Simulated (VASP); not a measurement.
# Al5Ni3Pd2: single point with PBE

Crystal: Al5Ni3Pd2.

```
Al Ni Pd
1.0
     3.02160    0.00000    0.00000
     0.00000    3.02160    0.00000
     0.00000    0.00000   15.10800
Al Ni Pd
5 3 2
Direct
  0.00000 0.00000 0.70000
  0.00000 0.00000 0.90000
  0.00000 0.00000 0.10000
  0.00000 0.00000 0.30000
  0.00000 0.00000 0.50000
  0.50000 0.50000 0.80000
  0.50000 0.50000 0.00000
  0.50000 0.50000 0.20000
  0.50000 0.50000 0.40000
  0.50000 0.50000 0.60000
```

```
Program                : VASP 6.6.1
Task                   : single point
Functional             : PBE
Potentials or basis    : VASP PAW PBE potentials, release 64 (Al, Ni, Pd)
Cutoff                 : 600 eV
k mesh                 : 6 × 6 × 1
Occupations            : gaussian, width 0.1 eV
Spin                   : collinear spin, ferrimagnetic start
Starting moments       : [0.0, 0.0, 0.0, 0.0, 0.0, -2.0, 2.0, 2.0, 0.0, 0.0] μB
Dipole correction      : no
Further INCAR settings : ALGO = Normal; EDIFF = 1e-06; NBANDS = 48
```

- Pressure: -5.4 GPa
- Largest force: 1.180 eV/Å
- Net moment: 0.00 μB per cell
- Valence electrons inside the program's atomic spheres: Al 0.75, 0.73, 0.76 (each value once); Ni 9.25, 9.24 (each value once); Pd 9.78

Forces in eV/Å, atoms in the order of the input:
```
Al   0.000  0.000  1.180
Al   0.000  0.000 -0.003
Al   0.000  0.000  0.003
Al   0.000  0.000 -1.180
Al   0.000  0.000  0.000
Ni   0.000  0.000  0.098
Ni   0.000  0.000  0.000
Ni   0.000  0.000 -0.098
Pd   0.000  0.000 -0.146
Pd   0.000  0.000  0.146
```

Stress tensor (GPa, compression positive):
```
-6.43  0.00  0.00
 0.00 -6.43  0.00
 0.00  0.00 -3.46
```

Levels at points of the mesh, in eV from the Fermi level:
Spin up:
| k point | band 28 | band 29 | band 30 | band 31 | band 32 | band 33 | band 34 | band 35 | band 36 | band 37 |
| --- | --- | --- | --- | --- | --- | --- | --- | --- | --- | --- |
| (0.00, 0.00, 0.00) | -1.30 | -1.28 | -1.25 | -0.63 | -0.48 | 1.47 | 1.58 | 4.78 | 4.78 | 4.78 |
| (0.50, 0.00, 0.00) | -1.62 | -1.45 | -1.38 | -1.27 | -1.15 | -0.73 | -0.63 | -0.59 | 1.89 | 2.27 |
| (0.50, 0.50, 0.00) | -0.73 | -0.73 | -0.70 | -0.70 | 1.31 | 1.45 | 1.45 | 1.46 | 1.46 | 1.53 |
Spin down:
```csv
k point,band 28,band 29,band 30,band 31,band 32,band 33,band 34,band 35,band 36,band 37
"(0.00, 0.00, 0.00)",-1.30,-1.28,-1.25,-0.64,-0.49,1.47,1.58,4.78,4.78,4.78
"(0.50, 0.00, 0.00)",-1.62,-1.45,-1.38,-1.27,-1.15,-0.73,-0.63,-0.59,1.89,2.26
"(0.50, 0.50, 0.00)",-0.73,-0.73,-0.70,-0.70,1.31,1.45,1.45,1.46,1.46,1.53
```

Run time: 3.5 min on 1 thread of Oxide Virtual Turin-like Processor, on a shared host, peak memory 0.35 GiB.

Caveat: the k points lie up to 0.42 Å⁻¹ apart; the moments typed at the start vanished in this run; forces of over 1 eV/Å act on the atoms, so gaps and moduli don't describe the material at rest.
